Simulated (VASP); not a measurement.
Input of a VASP 6.6.1 run:

INCAR

```
SYSTEM = HgSe
ALGO = Normal
EDIFF = 1E-8
ENCUT = 400
GGA = PS
GGA_COMPAT = .FALSE.
ISIF = 2
ISMEAR = -1
LASPH = .TRUE.
LCHARG = .FALSE.
LEFG = .TRUE.
LREAL = .FALSE.
LWAVE = .FALSE.
NBANDS = 16
NELM = 120
PREC = Accurate
SIGMA = 0.01
```

File KPOINTS:

```
k-points
0
G
  8 8 8
  0 0 0
```

Contents of POSCAR:

```
HgSe
1.0
    0.0000000000      2.9740234261      2.9740234261
    2.9740234261      0.0000000000      2.9740234261
    2.9740234261      2.9740234261      0.0000000000
Hg Se
1 1
Direct
    0.0000000000      0.0000000000      0.0000000000
    0.7500000000      0.7500000000      0.7500000000
```

Potentials or basis: VASP PAW PBE potentials, release 64 (Hg, Se).

The run is started by

```console
$ cat potpaw_PBE.64/Hg/POTCAR potpaw_PBE.64/Se/POTCAR > POTCAR
$ mpirun -np 1 vasp_std > vasp.out
```

Task: What does it give for the pressure?

Result: 6.4 GPa.

Task: What does it give for the band gap on the k mesh?

Result: Zero (filled and empty bands touch).

Caveat: without QUAD_EFG the Cq values of the log hold for a quadrupole moment of 1 mb, not for the nuclei; the PAW data sets were made with another functional, which shifts forces and pressure a little; spin-orbit coupling is left out, which moves the levels of the heavy elements.
